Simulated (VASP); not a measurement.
# Ir (Fm-3m) in VASP: further runs

The runs below take Ir through single point, relaxation of cell and atoms, with PBEsol.

Everything below comes from runs of VASP 6.6.1. Logs are shortened: lines on timing, memory, paths and dates and some standing lists are left out, and cuts for length are marked.

## Step 1: The cell of the first run

It takes space group Fm-3m (No. 225, cubic). Conventional cell: a = 3.830 Å, b = 3.830 Å, c = 3.830 Å, α = 90.00°, β = 90.00°, γ = 90.00°. Ir (site symmetry m-3m) has 12 Ir at 2.71 Å within 3.6 Å.

## Step 2: Single point, PBEsol

Input file INCAR:

```
PREC = Accurate
ENCUT = 520
EDIFF = 1E-6
ISMEAR = 0
SIGMA = 0.05
LREAL = False
LASPH = True
NELM = 60
ALGO = Normal
ISIF = 2
LWAVE = False
LCHARG = True
GGA = PS
LELF = True
LVHAR = True
NBANDS = 10
```

Input file KPOINTS:

```
Automatic mesh
0
Gamma
  10 10 10
```

Input file POSCAR:

```
Ir
1.0
    2.7085103992      0.0000000000      0.0000000000
    1.3542551996      2.3456388122      0.0000000000
    1.3542551996      0.7818796041      2.2114894804
Ir
1
Direct
    0.0000000000      0.0000000000      0.0000000000
```

Potentials or basis: VASP PAW PBE potentials, release 64 (Ir).

Command:

```console
$ cat potpaw_PBE.64/Ir/POTCAR > POTCAR
$ mpirun -np 1 vasp_std > vasp.out
```

OUTCAR:

```text
PREC = Accurate
   ENCUT = 520
   EDIFF = 1E-6
   ISMEAR = 0
   LREAL = False
   LASPH = True
   NELM = 60
   ISIF = 2
   GGA = PS

 ion  position               nearest neighbor table
   1  0.000  0.000  0.000-

  LATTYP: Found a face centered cubic cell.
 ALAT       =     3.8304121405

  Lattice vectors:

 A1 = (   2.7085103992,   0.0000000000,   0.0000000000)
 A2 = (   1.3542551996,   2.3456388122,   0.0000000000)
 A3 = (   1.3542551996,   0.7818796041,   2.2114894804)

Analysis of symmetry for initial positions (statically):
=====================================================================
 Subroutine PRICEL returns:
 Original cell was already a primitive cell.

 Routine SETGRP: Setting up the symmetry group for a
 face centered cubic supercell.

 Subroutine GETGRP returns: Found 48 space group operations
 (whereof 48 operations were pure point group operations)
 out of a pool of 48 trial point group operations.

The static configuration has the point symmetry O_h .

Analysis of symmetry for dynamics (positions and initial velocities):
=====================================================================
 Subroutine PRICEL returns:
 Original cell was already a primitive cell.

 Routine SETGRP: Setting up the symmetry group for a
 face centered cubic supercell.

 Subroutine GETGRP returns: Found 48 space group operations
 (whereof 48 operations were pure point group operations)
 out of a pool of 48 trial point group operations.

The dynamic configuration has the point symmetry O_h .

 Subroutine INISYM returns: Found 48 space group operations
 (whereof 48 operations are pure point group operations),
 and found     1 'primitive' translations

----------------------------------------------------------------------------------------

                                     Primitive cell

  volume of cell :      14.0500

  direct lattice vectors                    reciprocal lattice vectors
     2.708510399  0.000000000  0.000000000     0.369206631 -0.213161548 -0.150727976
     1.354255200  2.345638812  0.000000000     0.000000000  0.426323096 -0.150727976
     1.354255200  0.781879604  2.211489480     0.000000000  0.000000000  0.452183928

  length of vectors
     2.708510399  2.708510399  2.708510399     0.452183928  0.452183928  0.452183928

  position of ions in fractional coordinates (direct lattice)
     0.000000000  0.000000000  0.000000000

  ion indices of the primitive-cell ions
[... 78 lines left out ...]
   IBRION =     -1    ionic relax: 0-MD 1-quasi-New 2-CG
   NFREE  =      0    steps in history (QN), initial steepest desc. (CG)
   ISIF   =      2    stress and relaxation
   ISYM   =      2    0-nonsym 1-usesym 2-fastsym
   POTIM  = 0.5000    time-step for ionic-motion
   TEBEG  =    0.0;   TEEND  =   0.0 temperature during run
   PSTRESS=    0.0 pullay stress
   NELECT =       9.0000    total number of electrons
   NUPDOWN=      -1.0000    fix difference up-down
   EMIN   =  10.00;   EMAX   =-10.00  energy-range for DOS
   EFERMI =   0.00;   METHOD = LEGACY
   ISMEAR =     0;   SIGMA  =   0.05  broadening in eV -4-tet -1-fermi 0-gaus
   EFERMI_NEDOS =   21; number of points for ismear=-14 and -15
   IALGO  =     38    algorithm
   IMIX   =      4    mixing-type and parameters
     AMIX     =   0.40;   BMIX     =  1.00
     AMIX_MAG =   1.60;   BMIX_MAG =  1.00
  volume/ion in A,a.u.               =      14.05        94.81
  Fermi-wavevector in a.u.,A,eV,Ry     =   1.411227  2.666832 27.096835  1.991561
  Thomas-Fermi vector in A             =   2.533100
   LORBIT       =      0    0 simple, 1 ext, 2 COOP (PROOUT), +10 PAW based schemes
   GGA     = PS    functional components
   LHFCALC =     F    Hartree Fock is set to
   AEXX    =    0.0000 exact exchange contribution
   IVDW    =     0    specifies the selected vdW correction
   LEPSILON=     F    determine dielectric tensor
   LRPA    =     F    only Hartree local field effects (RPA)
 non-spin polarized calculation
 Gauss-broadening in eV      SIGMA  =   0.05
  energy-cutoff  :      520.00
  volume of cell :       14.05
 maximum number of plane-waves:       388
   NGX =  9   NGY =  9   NGZ =  9

 number of electron       9.0000000 magnetization

 Free energy of the ion-electron system (eV)
  ---------------------------------------------------
  ext. energy  EPLUGINS =         0.00000000
  ---------------------------------------------------
  free energy    TOTEN  =        -9.82375515 eV

  energy without entropy =       -9.82204360  energy(sigma->0) =       -9.82289938

 E-fermi :  10.4395     XC(G=0): -14.1419

 val. band max:       10.4244718145   @ k =  -0.3000   0.3000   0.1000
 cond. band min:      10.4616619550   @ k =  -0.4000   0.5000   0.1000
 fundamental gap:      0.0371901406
 Fermi energy:        10.4395124853

 k-point     1 :       0.0000    0.0000    0.0000
  band No.  band energies     occupation
      1      -0.8991      2.00000
      2       6.4191      2.00000
      3       6.4191      2.00000
      4       6.4191      2.00000
      5       9.1709      2.00000
      6       9.1709      2.00000
      7      24.6667      0.00000
      8      30.2898      0.00000
      9      30.2898      0.00000
     10      30.2898      0.00000
[... 287 lines left out ...]
 k-point    24 :       0.4000    0.3000   -0.0000
  band No.  band energies     occupation
      1       2.9494      2.00000
      2       3.6927      2.00000
      3       7.6557      2.00000
      4       9.4981      2.00000
      5      11.1617      0.00000
      6      11.1775      0.00000
      7      23.2286      0.00000
      8      25.4934      0.00000
      9      26.4680      0.00000
     10      31.4204      0.00000

 [... further k-points ...]

------------------------ aborting loop because EDIFF is reached ----------------------------------------

  FORCE on cell =-STRESS in cart. coord.  units (eV):
  Direction    XX          YY          ZZ          XY          YZ          ZX
  --------------------------------------------------------------------------------------
  -------------------------------------------------------------------------------------
  Total        0.0855891      0.0855891      0.0855891     -0.0000000      0.0000000      0.0000000
  in kB        9.7600582      9.7600582      9.7600582     -0.0000000      0.0000000      0.0000000
  external PRESSURE =       9.7600582 kB  Pullay stress =       0.0000000 kB

 VOLUME and BASIS-vectors are now :
 -----------------------------------------------------------------------------
  energy-cutoff  :      520.00
  volume of cell :       14.05
      direct lattice vectors                 reciprocal lattice vectors
     2.708510399  0.000000000  0.000000000     0.369206631 -0.213161548 -0.150727976
     1.354255200  2.345638812  0.000000000     0.000000000  0.426323096 -0.150727976
     1.354255200  0.781879604  2.211489480     0.000000000  0.000000000  0.452183928

 POSITION                                       TOTAL-FORCE (eV/Angst)
 -----------------------------------------------------------------------------------
      0.00000      0.00000      0.00000        -0.000000      0.000000      0.000000
 -----------------------------------------------------------------------------------
    total drift:                               -0.000000      0.000000      0.000000

  FREE ENERGIE OF THE ION-ELECTRON SYSTEM (eV)
  ---------------------------------------------------
  free  energy   TOTEN  =        -9.8237551464 eV

  energy  without entropy=       -9.8220436049  energy(sigma->0) =       -9.82289938
```

stdout:

```text
POSCAR found type information on POSCAR Ir
 POSCAR found :  1 types and       1 ions
 scaLAPACK will be used
 -----------------------------------------------------------------------------
|                                                                             |
|                                                                             |
|     You enforced a specific xc type in the INCAR file but a different       |
|     I HOPE YOU KNOW WHAT YOU ARE DOING!                                     |
|                                                                             |
 -----------------------------------------------------------------------------

 LDA part: xc-table for (Slater+PW92), standard interpolation
 POSCAR, INCAR and KPOINTS ok, starting setup
 FFT: planning ... GRIDC
 FFT: planning ... GRID_SOFT
 FFT: planning ... GRID
 WAVECAR not read
 entering main loop
```

Run time: 3.1 s. Hardware: 1 thread of Intel Xeon 6975P-C (Granite Rapids), shared host; peak memory 0.13 GiB.

Results:

```
Free energy : -9.8238 eV
Pressure    : 1.0 GPa
```

Levels at points of the mesh, in eV from the Fermi level:
| k point | band 1 | band 2 | band 3 | band 4 | band 5 | band 6 | band 7 | band 8 |
| --- | --- | --- | --- | --- | --- | --- | --- | --- |
| (0.00, 0.00, 0.00) | -11.34 | -4.02 | -4.02 | -4.02 | -1.27 | -1.27 | 14.23 | 19.85 |
| (0.50, 0.00, 0.00) | -8.29 | -4.12 | -4.12 | -0.91 | 0.84 | 0.84 | 7.22 | 13.76 |
| (0.50, 0.50, 0.00) | -8.09 | -7.52 | 0.83 | 1.42 | 1.42 | 1.57 | 10.49 | 11.62 |

Caveat: the PAW data sets were made with another functional, which shifts forces and pressure a little; spin-orbit coupling is left out, which moves the levels of the heavy elements.

## Step 3: Relaxation of cell and atoms, PBEsol

Input file INCAR:

```
SYSTEM = Ir
  PREC = Accurate
  ENCUT = 600
  EDIFF = 1E-6
  ISMEAR = 0
  SIGMA = 0.05
  LREAL = .False.
  LASPH = .True.
  NELM = 100
  ALGO = Normal
  ISIF = 3
  LWAVE = .False.
  LCHARG = .False.
  GGA = PS
  IBRION = 2
  NSW = 80
  EDIFFG = -0.02
```

Input file KPOINTS:

```
regular mesh
0
Gamma
  10 10 10
  0 0 0
```

Input file POSCAR:

```
Ir
1.0
    2.7090680000      0.0000000000      0.0000000000
    1.3545340000      2.3461217086      0.0000000000
    1.3545340000      0.7820405695      2.2119447595
Ir
1
Direct
    0.0000000000      0.0000000000      0.0000000000
```

Potentials or basis: VASP PAW PBE potentials, release 64 (Ir).

Command:

```console
$ cat potpaw_PBE.64/Ir/POTCAR > POTCAR
$ mpirun -np 1 vasp_std > vasp.out
```

OUTCAR:

```text
SYSTEM = Ir
   PREC = Accurate
   ENCUT = 600
   EDIFF = 1E-6
   ISMEAR = 0
   LREAL = .False.
   LASPH = .True.
   NELM = 100
   ISIF = 3
   GGA = PS
   IBRION = 2
   NSW = 80
   EDIFFG = -0.02

 ion  position               nearest neighbor table
   1  0.000  0.000  0.000-

  LATTYP: Found a face centered cubic cell.
 ALAT       =     3.8312007070

  Lattice vectors:

 A1 = (   2.7090680000,   0.0000000000,   0.0000000000)
 A2 = (   1.3545340000,   2.3461217086,   0.0000000000)
 A3 = (   1.3545340000,   0.7820405695,   2.2119447595)

Analysis of symmetry for initial positions (statically):
=====================================================================
 Subroutine PRICEL returns:
 Original cell was already a primitive cell.

[... 252 lines left out ...]
 cond. band min:      10.4155768579   @ k =  -0.4000   0.5000   0.1000
 fundamental gap:      0.0371403340
 Fermi energy:        10.3934338574

 k-point     1 :       0.0000    0.0000    0.0000
  band No.  band energies     occupation
      1      -0.9164      2.00000
      2       6.3891      2.00000
      3       6.3891      2.00000
      4       6.3891      2.00000
      5       9.1296      2.00000
      6       9.1296      2.00000
      7      24.6266      0.00000
      8      30.2340      0.00000
[... 243 lines left out ...]
 k-point    24 :       0.4000    0.3000    0.0000
  band No.  band energies     occupation
      1       2.9299      2.00000
      2       3.6732      2.00000
      3       7.6198      2.00000
      4       9.4561      2.00000
      5      11.1119      0.00000
      6      11.1290      0.00000
      7      23.1594      0.00000
      8      25.4243      0.00000

 [... further k-points ...]

------------------------ aborting loop because EDIFF is reached ----------------------------------------

  FORCE on cell =-STRESS in cart. coord.  units (eV):
  Direction    XX          YY          ZZ          XY          YZ          ZX
  --------------------------------------------------------------------------------------
  -------------------------------------------------------------------------------------
  Total        0.0017663      0.0017663      0.0017663     -0.0000000     -0.0000000     -0.0000000
  in kB        0.2008920      0.2008920      0.2008920     -0.0000000     -0.0000000     -0.0000000
  external PRESSURE =       0.2008920 kB  Pullay stress =       0.0000000 kB
[... 16 lines left out ...]
  FREE ENERGIE OF THE ION-ELECTRON SYSTEM (eV)
  ---------------------------------------------------
  free  energy   TOTEN  =        -9.8239114583 eV

  energy  without entropy=       -9.8221948389  energy(sigma->0) =       -9.82305315

 reached required accuracy - stopping structural energy minimisation
```

Wall time 5.4 s (1 thread of Intel Xeon 6975P-C (Granite Rapids), shared host); peak memory 0.14 GiB.

What came out:

| Item | Value |
| --- | --- |
| Free energy | -9.8239 eV |
| Relaxed volume | 14.09 Å³/atom |
| Relaxed cell | a = 2.711 Å, b = 2.711 Å, c = 2.711 Å, α = 60.00°, β = 60.00°, γ = 60.00° |
| Space group after relaxing (to 0.05 Å) | Fm-3m (No. 225) |
| Energy gained by relaxing | 0.1 meV/atom |
| Ionic steps | 3 |
| Pressure after relaxing | 0.0 GPa |

Final structure:
```yaml
crystal:
  lattice:
    - [2.71086, 0.00000, 0.00000]
    - [1.35543, 2.34767, 0.00000]
    - [1.35543, 0.78256, 2.21341]
  atoms:
    - { symbol: Ir, position: [0.00000, 0.00000, 0.00000] }
```

Caveat: the PAW data sets were made with another functional, which shifts forces and pressure a little; spin-orbit coupling is left out, which moves the levels of the heavy elements.

## Step 4: Single point, PBEsol

Input file INCAR:

```
PREC = Accurate
ENCUT = 500
EDIFF = 1E-6
ISMEAR = 0
SIGMA = 0.05
LREAL = False
LASPH = True
NELM = 120
ALGO = Normal
ISIF = 2
LWAVE = False
LCHARG = True
GGA = PS
LELF = True
LVHAR = True
NBANDS = 14
GGA_COMPAT = False
```

Input file KPOINTS:

```
Automatic mesh
0
Gamma
  10 10 10
```

Input file POSCAR:

```
Ir
1.0
    2.7085103992      0.0000000000      0.0000000000
    1.3542551996      2.3456388122      0.0000000000
    1.3542551996      0.7818796041      2.2114894804
Ir
1
Direct
    0.0000000000      0.0000000000      0.0000000000
```

Potentials or basis: VASP PAW PBE potentials, release 64 (Ir_sv_GW).

Command:

```console
$ cat potpaw_PBE.64/Ir_sv_GW/POTCAR > POTCAR
$ mpirun -np 1 vasp_std > vasp.out
```

OUTCAR:

```text
PREC = Accurate
   ENCUT = 500
   EDIFF = 1E-6
   ISMEAR = 0
   LREAL = False
   LASPH = True
   NELM = 120
   ISIF = 2
   GGA = PS

 ion  position               nearest neighbor table
   1  0.000  0.000  0.000-

  LATTYP: Found a face centered cubic cell.
 ALAT       =     3.8304121405

  Lattice vectors:

 A1 = (   2.7085103992,   0.0000000000,   0.0000000000)
 A2 = (   1.3542551996,   2.3456388122,   0.0000000000)
 A3 = (   1.3542551996,   0.7818796041,   2.2114894804)

Analysis of symmetry for initial positions (statically):
=====================================================================
 Subroutine PRICEL returns:
 Original cell was already a primitive cell.

 Routine SETGRP: Setting up the symmetry group for a
 face centered cubic supercell.

 Subroutine GETGRP returns: Found 48 space group operations
 (whereof 48 operations were pure point group operations)
 out of a pool of 48 trial point group operations.

The static configuration has the point symmetry O_h .

Analysis of symmetry for dynamics (positions and initial velocities):
=====================================================================
[... 161 lines left out ...]
 Fermi energy:        12.9435681829

 k-point     1 :       0.0000    0.0000    0.0000
  band No.  band energies     occupation
      1     -80.1461      2.00000
      2     -36.5459      2.00000
      3     -36.5459      2.00000
      4     -36.5459      2.00000
      5       1.6294      2.00000
      6       8.9323      2.00000
      7       8.9323      2.00000
      8       8.9323      2.00000
      9      11.6809      2.00000
     10      11.6809      2.00000
     11      26.4334      0.00000
     12      31.9851      0.00000
     13      31.9851      0.00000
     14      31.9851      0.00000
[... 377 lines left out ...]
      1     -80.0745      2.00000
      2     -37.1646      2.00000
      3     -36.8023      2.00000
      4     -36.7772      2.00000
      5       5.4686      2.00000
      6       6.2051      2.00000
      7      10.1653      2.00000
      8      12.0005      2.00000
      9      13.6734      0.00000
     10      13.6858      0.00000
     11      25.6081      0.00000
     12      27.7930      0.00000
     13      28.8827      0.00000
     14      33.7787      0.00000

 [... further k-points ...]
[... 5 lines left out ...]
  --------------------------------------------------------------------------------------
  -------------------------------------------------------------------------------------
  Total       -0.2881720     -0.2881720     -0.2881720      0.0000000     -0.0000000     -0.0000000
  in kB      -32.8613801    -32.8613801    -32.8613801      0.0000000     -0.0000000     -0.0000000
  external PRESSURE =     -32.8613801 kB  Pullay stress =       0.0000000 kB

 VOLUME and BASIS-vectors are now :
 -----------------------------------------------------------------------------
  energy-cutoff  :      500.00
  volume of cell :       14.05
      direct lattice vectors                 reciprocal lattice vectors
     2.708510399  0.000000000  0.000000000     0.369206631 -0.213161548 -0.150727976
     1.354255200  2.345638812  0.000000000     0.000000000  0.426323096 -0.150727976
     1.354255200  0.781879604  2.211489480     0.000000000  0.000000000  0.452183928

 POSITION                                       TOTAL-FORCE (eV/Angst)
 -----------------------------------------------------------------------------------
      0.00000      0.00000      0.00000         0.000000      0.000000      0.000000
 -----------------------------------------------------------------------------------
    total drift:                               -0.000000     -0.000000     -0.000000

  FREE ENERGIE OF THE ION-ELECTRON SYSTEM (eV)
  ---------------------------------------------------
  free  energy   TOTEN  =       -10.3991561766 eV

  energy  without entropy=      -10.3974567764  energy(sigma->0) =      -10.39830648
```

stdout:

```text
POSCAR found type information on POSCAR Ir
 POSCAR found :  1 types and       1 ions
 scaLAPACK will be used
 -----------------------------------------------------------------------------
|                                                                             |
|                                                                             |
|     You enforced a specific xc type in the INCAR file but a different       |
|     I HOPE YOU KNOW WHAT YOU ARE DOING!                                     |
|                                                                             |
 -----------------------------------------------------------------------------

 LDA part: xc-table for (Slater+PW92), standard interpolation
 POSCAR, INCAR and KPOINTS ok, starting setup
 FFT: planning ... GRIDC
 FFT: planning ... GRID_SOFT
 FFT: planning ... GRID
 WAVECAR not read
 entering main loop
```

It used 12 s of CPU time on 1 thread of AMD EPYC 7R13 Processor (Zen 3) (shared host).

What came out:

```yaml
Free_energy: -10.3992 eV
Pressure: -3.3 GPa
```

Caveat: the PAW data sets were made with another functional, which shifts forces and pressure a little; spin-orbit coupling is left out, which moves the levels of the heavy elements.

## Step 5: The runs side by side

| task | potentials or basis | cell | cutoff (eV) | second run | gap on the mesh (eV) | pressure (GPa) |
| --- | --- | --- | --- | --- | --- | --- |
| single point | VASP PAW PBE potentials, release 64 (Ir) | a = 2.709 Å, angles 60.0°, 1 atom | 520 | - | none | 1.0 |
| relaxation of cell and atoms | VASP PAW PBE potentials, release 64 (Ir) | relaxed from a = 2.709 Å, angles 60.0°, 1 atom | 600 | - | none | 0.0 |
| single point | VASP PAW PBE potentials, release 64 (Ir_sv_GW) | a = 2.709 Å, angles 60.0°, 1 atom | 500 | valence_matched | none | -3.3 |

Alike in all rows: level PBEsol; no spin polarisation; k mesh 10 × 10 × 10; smearing gaussian 0.05 eV.

Caveats: the PAW data sets were made with another functional, which shifts forces and pressure a little; spin-orbit coupling is left out, which moves the levels of the heavy elements.

Absolute energies hang on the potentials; compare differences alone.
